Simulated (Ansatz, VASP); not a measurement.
# ZrB in VASP and in Ansatz

```
CELL_PARAMETERS angstrom
0.00000 2.41539 2.68108
2.52818 0.00000 2.68108
2.52818 2.41539 0.00000
ATOMIC_POSITIONS crystal
Zr 0.00000 0.00000 0.00000
B 0.50000 0.50000 0.50000
```

Change from the starting cell: normal strain along x +0.0467, normal strain along z +0.1100.

Alike in both runs: task single point; functional LDA; k mesh 16 × 16 × 16; occupations gaussian, width 0.15 eV; no spin polarisation.

|  | VASP | Ansatz |
| --- | --- | --- |
| version | VASP 6.6.1 | Ansatz 0.2.0 |
| potentials or method | VASP PAW LDA potentials, release 64 (Zr_sv, B), cutoff 520 eV | scalar-relativistic, plane waves, PAW |
| valence electrons in the cell | 15 | 15 |

|  | VASP | Ansatz | Ansatz less VASP |
| --- | --- | --- | --- |
| gap on the k mesh at the Fermi level (eV) | none | none | - |
| pressure (GPa) | -17.8 | -18.0 | -0.22 |
| traceless stress, the component that is largest in VASP (GPa) | 9.66 | 9.59 | -0.069 |

LDA's correlation is that of Perdew and Zunger in VASP and of Perdew and Wang (1992) in Ansatz. A gap of «none» marks a metal or a gap that the smearing closes.
